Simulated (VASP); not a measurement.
# Au (Fm-3m) in VASP: notebook

Au is run at these levels: r2SCAN; tasks: single point.

Program: VASP 6.6.1. These are calculated values, not measurements. Logs are shortened: lines on timing, memory, paths and dates and some standing lists are left out, and cuts for length are marked.

### Step 1. The cell of the first run

It takes space group Fm-3m (No. 225, cubic). The conventional cell has a = 4.123 Å, b = 4.123 Å, c = 4.123 Å, α = 90.00°, β = 90.00°, γ = 90.00°. Within 3.8 Å of Au (site symmetry m-3m) lie 12 Au at 2.92 Å.

### Step 2. Single point, r2SCAN

POSCAR

```
Au
1.0
    0.0000000000      2.0615246536      2.0615246536
    2.0615246536      0.0000000000      2.0615246536
    2.0615246536      2.0615246536      0.0000000000
Au
1
Direct
    0.0000000000      0.0000000000      0.0000000000
```

INCAR.step1

```
ALGO = Normal
EDIFF = 1E-4
ENCUT = 520
GGA = PE
ISMEAR = 0
LASPH = T
LCHARG = F
LREAL = F
LWAVE = T
NBANDS = 12
NELM = 80
PREC = Accurate
SIGMA = 0.3
```

INCAR.step2

```
ALGO = Normal
EDIFF = 1E-7
ENCUT = 520
ISIF = 2
ISMEAR = 0
ISTART = 1
LASPH = T
LCHARG = F
LMIXTAU = T
LREAL = F
LWAVE = F
METAGGA = R2SCAN
NBANDS = 12
NELM = 80
PREC = Accurate
SIGMA = 0.3
```

KPOINTS

```
k-points
0
Gamma
  13 13 13
```

Potentials or basis: VASP PAW PBE potentials, release 64 (Au).

Launch:

```bash
> cat potpaw_PBE.64/Au/POTCAR > POTCAR
> cp INCAR.step1 INCAR
> mpirun -np 1 vasp_std > vasp.out
> cp INCAR.step2 INCAR
> mpirun -np 1 vasp_std > vasp.out
```

OUTCAR:

```text
EDIFF = 1E-7
   ENCUT = 520
   ISIF = 2
   ISMEAR = 0
   ISTART = 1
   LASPH = T
   LREAL = F
   METAGGA = R2SCAN
   NELM = 80
   PREC = Accurate

 ion  position               nearest neighbor table
   1  0.000  0.000  0.000-

  LATTYP: Found a face centered cubic cell.
 ALAT       =     4.1230493072

  Lattice vectors:

 A1 = (   0.0000000000,   2.0615246536,   2.0615246536)
 A2 = (   2.0615246536,   0.0000000000,   2.0615246536)
 A3 = (   2.0615246536,   2.0615246536,   0.0000000000)

Analysis of symmetry for initial positions (statically):
=====================================================================
 Subroutine PRICEL returns:
 Original cell was already a primitive cell.

 Routine SETGRP: Setting up the symmetry group for a
 face centered cubic supercell.

 Subroutine GETGRP returns: Found 48 space group operations
 (whereof 48 operations were pure point group operations)
 out of a pool of 48 trial point group operations.

The static configuration has the point symmetry O_h .

Analysis of symmetry for dynamics (positions and initial velocities):
=====================================================================
 Subroutine PRICEL returns:
 Original cell was already a primitive cell.

 Routine SETGRP: Setting up the symmetry group for a
 face centered cubic supercell.

 Subroutine GETGRP returns: Found 48 space group operations
 (whereof 48 operations were pure point group operations)
 out of a pool of 48 trial point group operations.

The dynamic configuration has the point symmetry O_h .

 Subroutine INISYM returns: Found 48 space group operations
 (whereof 48 operations are pure point group operations),
 and found     1 'primitive' translations

----------------------------------------------------------------------------------------

                                     Primitive cell

  volume of cell :      17.5225

  direct lattice vectors                    reciprocal lattice vectors
     0.000000000  2.061524654  2.061524654    -0.242538938  0.242538938  0.242538938
     2.061524654  0.000000000  2.061524654     0.242538938 -0.242538938  0.242538938
     2.061524654  2.061524654  0.000000000     0.242538938  0.242538938 -0.242538938

  length of vectors
     2.915436124  2.915436124  2.915436124     0.420089763  0.420089763  0.420089763

  position of ions in fractional coordinates (direct lattice)
     0.000000000  0.000000000  0.000000000

  ion indices of the primitive-cell ions
   primitive index   ion index
                 1           1

----------------------------------------------------------------------------------------

 KPOINTS: k-points

Automatic generation of k-mesh.
 Grid dimensions read from file:
 generate k-points for:   13   13   13

 Generating k-lattice:

  Cartesian coordinates                     Fractional coordinates (reciprocal lattice)
    -0.018656841  0.018656841  0.018656841     0.076923077  0.000000000  0.000000000
     0.018656841 -0.018656841  0.018656841     0.000000000  0.076923077  0.000000000
     0.018656841  0.018656841 -0.018656841     0.000000000  0.000000000  0.076923077

  Length of vectors
     0.032314597  0.032314597  0.032314597

  Shift w.r.t. Gamma in fractional coordinates (k-lattice)
     0.000000000  0.000000000  0.000000000

 Subroutine IBZKPT returns following result:
 ===========================================

 Found     84 irreducible k-points:

 Following reciprocal coordinates:
            Coordinates               Weight
  0.000000  0.000000  0.000000      1.000000
  0.076923  0.000000  0.000000      8.000000
  0.153846  0.000000  0.000000      8.000000
  0.230769  0.000000  0.000000      8.000000
  0.307692  0.000000  0.000000      8.000000
  0.384615  0.000000  0.000000      8.000000
[... 16 lines left out ...]
  0.384615  0.153846  0.000000     24.000000
  0.461538  0.153846  0.000000     24.000000
 [... further k-points ...]
   k-points           NKPTS =     84   k-points in BZ     NKDIM =     84   number of bands    NBANDS=     12
   number of dos      NEDOS =    301   number of ions     NIONS =      1
   total plane-waves  NPLWV =  13824
   dimension x,y,z NGX =    24 NGY =   24 NGZ =   24
   dimension x,y,z NGXF=    48 NGYF=   48 NGZF=   48
   ions per type =               1
   NGX,Y,Z   is equivalent  to a cutoff of  13.69, 13.69, 13.69 a.u.
   NGXF,Y,Z  is equivalent  to a cutoff of  27.37, 27.37, 27.37 a.u.
 SYSTEM =  unknown system
   PREC   = accura    normal or accurate (medium, high low for compatibility)
   ISTART =      1    job   : 0-new  1-cont  2-samecut
   ICHARG =      0    charge: 1-file 2-atom 10-const
   ISPIN  =      1    spin polarized calculation?
   LNONCOLLINEAR =      F non collinear calculations
   LSORBIT =      F    spin-orbit coupling
   LASPH  =      T    aspherical Exc in radial PAW
   ENCUT  =  520.0 eV  38.22 Ry    6.18 a.u.   5.42  5.42  5.42*2*pi/ulx,y,z
   NELM   =     80;   NELMIN=  2; NELMDL=  0     # of ELM steps
   EDIFF  = 0.1E-06   stopping-criterion for ELM
   LREAL  =      F    real-space projection
   EDIFFG = 0.1E-05   stopping-criterion for IOM
   NSW    =      0    number of steps for IOM
   IBRION =     -1    ionic relax: 0-MD 1-quasi-New 2-CG
   NFREE  =      0    steps in history (QN), initial steepest desc. (CG)
   ISIF   =      2    stress and relaxation
   ISYM   =      2    0-nonsym 1-usesym 2-fastsym
   POTIM  = 0.5000    time-step for ionic-motion
   TEBEG  =    0.0;   TEEND  =   0.0 temperature during run
   PSTRESS=    0.0 pullay stress
   NELECT =      11.0000    total number of electrons
   NUPDOWN=      -1.0000    fix difference up-down
   EMIN   =  10.00;   EMAX   =-10.00  energy-range for DOS
   EFERMI =   0.00;   METHOD = LEGACY
   ISMEAR =     0;   SIGMA  =   0.30  broadening in eV -4-tet -1-fermi 0-gaus
   EFERMI_NEDOS =   21; number of points for ismear=-14 and -15
   IALGO  =     38    algorithm
   IMIX   =      4    mixing-type and parameters
     AMIX     =   0.40;   BMIX     =  1.00
     AMIX_MAG =   1.60;   BMIX_MAG =  1.00
  volume/ion in A,a.u.               =      17.52       118.25
  Fermi-wavevector in a.u.,A,eV,Ry     =   1.401761  2.648944 26.734535  1.964933
  Thomas-Fermi vector in A             =   2.524590
   LORBIT       =      0    0 simple, 1 ext, 2 COOP (PROOUT), +10 PAW based schemes
   METAGGA = R2SCAN    functional components
   LHFCALC =     F    Hartree Fock is set to
   AEXX    =    0.0000 exact exchange contribution
   IVDW    =     0    specifies the selected vdW correction
   LEPSILON=     F    determine dielectric tensor
   LRPA    =     F    only Hartree local field effects (RPA)
 non-spin polarized calculation
 Gauss-broadening in eV      SIGMA  =   0.30
  energy-cutoff  :      520.00
  volume of cell :       17.52
 maximum number of plane-waves:       495
 NGX is ok and might be reduce to    24
   NGX = 11   NGY = 11   NGZ = 11

 number of electron      11.0000001 magnetization

 Free energy of the ion-electron system (eV)
  ---------------------------------------------------
  ext. energy  EPLUGINS =         0.00000000
  ---------------------------------------------------
  free energy    TOTEN  =       -50.60258709 eV

  energy without entropy =      -50.59004258  energy(sigma->0) =      -50.59631484

 E-fermi :   8.9855     XC(G=0): -13.4339

 val. band max:        8.9657035133   @ k =  -0.4615   0.0769   0.0000
 cond. band min:       9.0449413240   @ k =   0.4615   0.3846   0.0000
 fundamental gap:      0.0792378107
 Fermi energy:         8.9855449146

 k-point     1 :       0.0000    0.0000    0.0000
  band No.  band energies     occupation
      1      -0.9212      2.00000
      2       4.0702      2.00000
      3       4.0702      2.00000
      4       4.0702      2.00000
      5       5.5283      2.00000
      6       5.5283      2.00000
      7      24.2209      0.00000
      8      28.1468      0.00000
      9      28.1468      0.00000
     10      28.1468      0.00000
     11      33.3318      0.00000
     12      37.4868      0.00000

 k-point     2 :       0.0769    0.0000    0.0000
  band No.  band energies     occupation
      1      -0.7131      2.00000
      2       4.0080      2.00000
      3       4.1391      2.00000
      4       4.1391      2.00000
      5       5.4996      2.00000
      6       5.4996      2.00000
      7      24.4384      0.00000
      8      26.8727      0.00000
      9      28.3736      0.00000
     10      28.3737      0.00000
     11      34.0298      0.00000
     12      35.9133      0.00000

 k-point     3 :       0.1538    0.0000    0.0000
  band No.  band energies     occupation
      1      -0.1252      2.00000
      2       3.8844      2.00000
      3       4.2889      2.00000
      4       4.2889      2.00000
      5       5.4756      2.00000
      6       5.4756      2.00000
      7      24.0146      0.00000
      8      25.3026      0.00000
      9      28.9526      0.00000
     10      28.9526      0.00000
     11      32.2747      0.00000
     12      34.4713      0.00000
[... 286 lines left out ...]
 k-point    23 :       0.3846    0.1538    0.0000
  band No.  band energies     occupation
      1       1.9875      2.00000
      2       3.7781      2.00000
      3       4.0501      2.00000
      4       4.7003      2.00000
      5       6.5503      2.00000
      6       6.9734      2.00000
      7      17.2778      0.00000
      8      24.6711      0.00000
      9      24.7638      0.00000
     10      26.4333      0.00000
     11      33.0887      0.00000
     12      34.4731      0.00000

 k-point    24 :       0.4615    0.1538    0.0000
  band No.  band energies     occupation
      1       2.0590      2.00000
      2       3.7782      2.00000
      3       4.5667      2.00000
      4       4.6391      2.00000
      5       6.7535      2.00000
      6       8.5565      1.95686
      7      14.2522      0.00000
      8      23.6725      0.00000
      9      24.6704      0.00000
     10      25.6285      0.00000
     11      34.6435      0.00000
     12      35.4050      0.00000

 [... further k-points ...]

------------------------ aborting loop because EDIFF is reached ----------------------------------------

  FORCE on cell =-STRESS in cart. coord.  units (eV):
  Direction    XX          YY          ZZ          XY          YZ          ZX
  --------------------------------------------------------------------------------------
  -------------------------------------------------------------------------------------
  Total        0.0361244      0.0361244      0.0361244     -0.0000000     -0.0000000     -0.0000000
  in kB        3.3030512      3.3030512      3.3030512     -0.0000000     -0.0000000     -0.0000000
  external PRESSURE =       3.3030512 kB  Pullay stress =       0.0000000 kB

 VOLUME and BASIS-vectors are now :
 -----------------------------------------------------------------------------
  energy-cutoff  :      520.00
  volume of cell :       17.52
      direct lattice vectors                 reciprocal lattice vectors
     0.000000000  2.061524654  2.061524654    -0.242538938  0.242538938  0.242538938
     2.061524654  0.000000000  2.061524654     0.242538938 -0.242538938  0.242538938
     2.061524654  2.061524654  0.000000000     0.242538938  0.242538938 -0.242538938

 POSITION                                       TOTAL-FORCE (eV/Angst)
 -----------------------------------------------------------------------------------
      0.00000      0.00000      0.00000         0.000000      0.000000      0.000000
 -----------------------------------------------------------------------------------
    total drift:                               -0.000000      0.000000     -0.000000

  FREE ENERGIE OF THE ION-ELECTRON SYSTEM (eV)
  ---------------------------------------------------
  free  energy   TOTEN  =       -50.6025870904 eV

  energy  without entropy=      -50.5900425850  energy(sigma->0) =      -50.59631484
```

Wall time 3 min (1 thread of AMD EPYC 7R13, shared host); peak memory 0.12 GiB.

Results:

| Property | Result |
| --- | --- |
| Free energy | -50.6026 eV |
| Pressure | 0.3 GPa |

Caveat: the PAW data sets were made with another functional, which shifts forces and pressure a little; spin-orbit coupling is left out, which moves the levels of the heavy elements.

### Step 3. Single point, r2SCAN

POSCAR is that of step 2.

INCAR.step1

```
ALGO = Normal ; EDIFF = 1E-4
ENCUT = 520 ; GGA = PE
ISMEAR = 0 ; LASPH = True
LCHARG = False ; LREAL = False
LWAVE = True ; NBANDS = 12
NELM = 80 ; PREC = Accurate
SIGMA = 0.6
```

INCAR.step2

```
ALGO = Normal ; EDIFF = 1E-6
ENCUT = 520 ; ISIF = 2
ISMEAR = 0 ; ISTART = 1
LASPH = True ; LCHARG = False
LMIXTAU = True ; LREAL = False
LWAVE = False ; METAGGA = R2SCAN
NBANDS = 12 ; NELM = 80
PREC = Accurate ; SIGMA = 0.6
```

KPOINTS is that of step 2.

Potentials or basis: VASP PAW PBE potentials, release 64 (Au).

Launch:

```bash
> cat potpaw_PBE.64/Au/POTCAR > POTCAR
> cp INCAR.step1 INCAR
> mpirun -np 1 vasp_std > vasp.out
> cp INCAR.step2 INCAR
> mpirun -np 1 vasp_std > vasp.out
```

Run time: 2.6 min. Hardware: 1 thread of AMD EPYC 7R13, shared host; peak memory 0.12 GiB.

It converged, with:

| Property | Result |
| --- | --- |
| Free energy | -50.6201 eV |
| Pressure | 0.5 GPa |

Levels at points of the mesh, in eV from the Fermi level:
```
           k point  band 3  band 4  band 5  band 6  band 7  band 8  band 9  band 10
(0.00, 0.00, 0.00)   -4.85   -4.85   -3.39   -3.39   15.30   19.23   19.23    19.23
```

Caveat: the PAW data sets were made with another functional, which shifts forces and pressure a little; spin-orbit coupling is left out, which moves the levels of the heavy elements.

### Step 4. Single point, r2SCAN

POSCAR is that of step 3.

INCAR.step1

```
SYSTEM = Au
ALGO = Normal ; EDIFF = 1E-4
ENCUT = 520 ; GGA = PE
ISMEAR = 0 ; LASPH = .True.
LCHARG = .False. ; LREAL = .False.
LWAVE = .True. ; NBANDS = 12
NELM = 80 ; PREC = Accurate
SIGMA = 1.0
```

INCAR.step2

```
SYSTEM = Au
ALGO = Normal ; EDIFF = 1E-7
ENCUT = 520 ; ISIF = 2
ISMEAR = 0 ; ISTART = 1
LASPH = .True. ; LCHARG = .True.
LELF = .True. ; LMIXTAU = .True.
LREAL = .False. ; LVHAR = .True.
LWAVE = .False. ; METAGGA = R2SCAN
NBANDS = 12 ; NELM = 80
PREC = Accurate ; SIGMA = 1.0
```

KPOINTS

```
k-points
0
Gamma
  13 13 13
  0 0 0
```

Launch:

```bash
> cat potpaw_PBE.64/Au/POTCAR > POTCAR
> cp INCAR.step1 INCAR
> mpirun -np 1 vasp_std > vasp.out
> cp INCAR.step2 INCAR
> mpirun -np 1 vasp_std > vasp.out
```

Run time: 2.7 min. Hardware: 1 thread of AMD EPYC 7R13, shared host; peak memory 0.12 GiB.

The run converged. Its results:

```
Free energy : -50.6626 eV
Pressure    : 0.8 GPa
```

Levels at points of the mesh, in eV from the Fermi level:
| k point | band 3 | band 4 | band 5 | band 6 | band 7 | band 8 | band 9 | band 10 |
| --- | --- | --- | --- | --- | --- | --- | --- | --- |
| (0.00, 0.00, 0.00) | -4.84 | -4.84 | -3.38 | -3.38 | 15.32 | 19.24 | 19.24 | 19.24 |

Caveat: the PAW data sets were made with another functional, which shifts forces and pressure a little; spin-orbit coupling is left out, which moves the levels of the heavy elements.

### Step 5. Single point, r2SCAN

POSCAR is that of step 4.

INCAR.step1

```
ALGO     = Normal         # electronic algorithm
EDIFF    = 1E-4           # SCF threshold, eV
ENCUT    = 520            # plane-wave cutoff, eV
GGA      = PE             # functional
ISMEAR   = 1              # smearing method
LASPH    = True           # aspherical terms in the spheres
LCHARG   = False          # write CHGCAR
LREAL    = False          # projectors in reciprocal space
LWAVE    = True           # write WAVECAR
NBANDS   = 12             # bands
NELM     = 60             # most SCF steps
PREC     = Accurate       # precision mode
SIGMA    = 0.01           # smearing width, eV
```

INCAR.step2

```
ALGO     = Normal         # electronic algorithm
EDIFF    = 1E-6           # SCF threshold, eV
ENCUT    = 520            # plane-wave cutoff, eV
ISIF     = 2              # what is computed and relaxed
ISMEAR   = 1              # smearing method
ISTART   = 1            
LASPH    = True           # aspherical terms in the spheres
LCHARG   = False          # write CHGCAR
LMIXTAU  = True         
LREAL    = False          # projectors in reciprocal space
LWAVE    = False          # write WAVECAR
METAGGA  = R2SCAN         # meta-GGA
NBANDS   = 12             # bands
NELM     = 60             # most SCF steps
PREC     = Accurate       # precision mode
SIGMA    = 0.01           # smearing width, eV
```

KPOINTS

```
k-points
0
Gamma
  13 13 13
```

Launch:

```bash
> cat potpaw_PBE.64/Au/POTCAR > POTCAR
> cp INCAR.step1 INCAR
> mpirun -np 1 vasp_std > vasp.out
> cp INCAR.step2 INCAR
> mpirun -np 1 vasp_std > vasp.out
```

It took 2.3 min on 1 thread of AMD EPYC 7R13, shared host; peak memory 0.12 GiB.

Results (log left out):

```
Free energy : -50.5958 eV
Pressure    : 0.1 GPa
```

Levels at points of the mesh, in eV from the Fermi level:
```csv
k point,band 3,band 4,band 5,band 6,band 7,band 8,band 9,band 10
"(0.00, 0.00, 0.00)",-4.90,-4.90,-3.45,-3.45,15.25,19.18,19.18,19.18
```

Caveat: the PAW data sets were made with another functional, which shifts forces and pressure a little; spin-orbit coupling is left out, which moves the levels of the heavy elements.

### Step 6. Single point, r2SCAN

POSCAR is that of step 5.

INCAR.step1

```
SYSTEM = Au
PREC = Accurate
ENCUT = 520
ISMEAR = 1
SIGMA = 0.03
LREAL = .False.
LASPH = .True.
NELM = 60
NBANDS = 12
GGA = PE
ALGO = Normal
EDIFF = 1E-4
LWAVE = .True.
LCHARG = .False.
```

INCAR.step2

```
SYSTEM = Au
PREC = Accurate
ENCUT = 520
EDIFF = 1E-6
ISMEAR = 1
SIGMA = 0.03
LREAL = .False.
LASPH = .True.
NELM = 60
ALGO = Normal
ISIF = 2
LWAVE = .False.
LCHARG = .False.
METAGGA = R2SCAN
LMIXTAU = .True.
NBANDS = 12
ISTART = 1
```

KPOINTS

```
Automatic mesh
0
Gamma
  13 13 13
  0 0 0
```

Potentials or basis: VASP PAW PBE potentials, release 64 (Au).

Launch:

```bash
> cat potpaw_PBE.64/Au/POTCAR > POTCAR
> cp INCAR.step1 INCAR
> mpirun -np 1 vasp_std > vasp.out
> cp INCAR.step2 INCAR
> mpirun -np 1 vasp_std > vasp.out
```

Run time: 2.4 min. Hardware: 1 thread of AMD EPYC 7R13, shared host; peak memory 0.12 GiB.

It converged, with:

```
Free energy : -50.5958 eV
Pressure    : 0.1 GPa
```

Levels at points of the mesh, in eV from the Fermi level:
```
           k point  band 2  band 3  band 4  band 5  band 6  band 7  band 8  band 9  band 10  band 11
(0.00, 0.00, 0.00)   -4.92   -4.92   -4.92   -3.46   -3.46   15.24   19.16   19.16    19.16    24.35
```

Caveat: the PAW data sets were made with another functional, which shifts forces and pressure a little; spin-orbit coupling is left out, which moves the levels of the heavy elements.

### Step 7. The runs side by side

| smearing | gap on the mesh (eV) | pressure (GPa) |
| --- | --- | --- |
| gaussian 0.3 eV | none | 0.3 |
| gaussian 0.6 eV | none | 0.5 |
| gaussian 1 eV | none | 0.8 |
| methfessel-paxton 0.01 eV | none | 0.1 |
| methfessel-paxton 0.03 eV | none | 0.1 |

Alike in all rows: task single point; level r2SCAN; potentials or basis VASP PAW PBE potentials, release 64 (Au); no spin polarisation; cell as given; k mesh 13 × 13 × 13; cutoff (eV) 520.

Every run on the cell as given and a fine mesh finds a metal.

Caveats: the PAW data sets were made with another functional, which shifts forces and pressure a little; spin-orbit coupling is left out, which moves the levels of the heavy elements.

Total energies depend on the potentials used, so only differences within one code and one set of settings carry meaning.
